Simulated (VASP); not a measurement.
A run of VASP 6.6.1:

Contents of POSCAR:

```
AlRu
1.0
    2.8918090342      0.0000000000      0.0000000000
    0.0000000000      2.8918090342      0.0000000000
    0.0000000000      0.0000000000      2.8918090342
Al Ru
1 1
Direct
    0.0000000000      0.0000000000      0.0000000000
    0.5000000000      0.5000000000      0.5000000000
```

File INCAR.step1:

```
SYSTEM = AlRu
  PREC = Accurate
  ENCUT = 520
  ISMEAR = 0
  SIGMA = 0.1
  LREAL = .FALSE.
  LASPH = .TRUE.
  NELM = 100
  NBANDS = 16
  GGA = PE
  ALGO = Normal
  EDIFF = 1E-4
  LWAVE = .TRUE.
  LCHARG = .FALSE.
```

The input INCAR.step2:

```
SYSTEM = AlRu
  PREC = Accurate
  ENCUT = 520
  EDIFF = 1E-6
  ISMEAR = 0
  SIGMA = 0.1
  LREAL = .FALSE.
  LASPH = .TRUE.
  NELM = 100
  ALGO = Normal
  ISIF = 2
  LWAVE = .FALSE.
  LCHARG = .FALSE.
  METAGGA = R2SCAN
  LMIXTAU = .TRUE.
  NBANDS = 16
  ISTART = 1
```

File KPOINTS:

```
regular mesh
0
G
  14 14 14
  0 0 0
```

Potentials or basis: VASP PAW PBE potentials, release 64 (Al, Ru_pv).

Launch:

```sh
$ cat potpaw_PBE.64/Al/POTCAR potpaw_PBE.64/Ru_pv/POTCAR > POTCAR
$ cp INCAR.step1 INCAR
$ mpirun -np 1 vasp_std > vasp.out
$ cp INCAR.step2 INCAR
$ mpirun -np 1 vasp_std > vasp.out
```

Hardware: 1 thread of Intel(R) Xeon(R) Platinum 8488C (Sapphire Rapids) (shared host).

Task: How long does it take, and how much memory?

Result: Run time: 58 s on 1 thread of Intel(R) Xeon(R) Platinum 8488C (Sapphire Rapids), on a shared host, peak memory 0.18 GiB. Counts: k points 120.
